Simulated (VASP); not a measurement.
Write the native input for VASP 6.6.1 that does the following.

```
Task                   : single point
Functional             : PBEsol
Potentials or basis    : VASP PAW PBE potentials, release 64 (W_sv, C)
Cutoff                 : 520 eV
k mesh                 : 8 × 8 × 8
Occupations            : fermi-dirac, width 0.05 eV
Spin                   : no spin polarisation
Dipole correction      : no
Further INCAR settings : ALGO = Normal; EDIFF = 1e-07; NBANDS = 16
```

The structure of WC lies in POSCAR:

```
WC
1.0
    0.0000000000      2.1926840000      2.1926840000
    2.1926840000      0.0000000000      2.1926840000
    2.1926840000      2.1926840000      0.0000000000
W C
1 1
Direct
    0.0000000000      0.0000000000      0.0000000000
    0.5000000000      0.5000000000      0.5000000000
```

One way to write it, as run:

INCAR

```
SYSTEM = WC
PREC = Accurate
ENCUT = 520
EDIFF = 1E-7
ISMEAR = -1
SIGMA = 0.05
LREAL = .False.
LASPH = .True.
NELM = 100
ALGO = Normal
ISIF = 2
LWAVE = .False.
LCHARG = .False.
GGA = PS
NBANDS = 16
```

KPOINTS

```
Automatic mesh
0
Gamma
  8 8 8
  0 0 0
```

Potentials or basis: VASP PAW PBE potentials, release 64 (W_sv, C).

The run is started by

```console
$ cat potpaw_PBE.64/W_sv/POTCAR potpaw_PBE.64/C/POTCAR > POTCAR
$ mpirun -np 1 vasp_std > vasp.out
```

Results of the run:

| Property | Result |
| --- | --- |
| Pressure | -8.8 GPa |
| Band gap on the k mesh | zero (band 9 reaches 13.30 eV, above the bottom of band 10 at 10.18 eV) |

Caveat: the PAW data sets were made with another functional, which shifts forces and pressure a little; spin-orbit coupling is left out, which moves the levels of the heavy elements.

It took 7.1 s on 1 thread of Intel Xeon 6975P-C, on a shared host, peak memory 0.14 GiB.
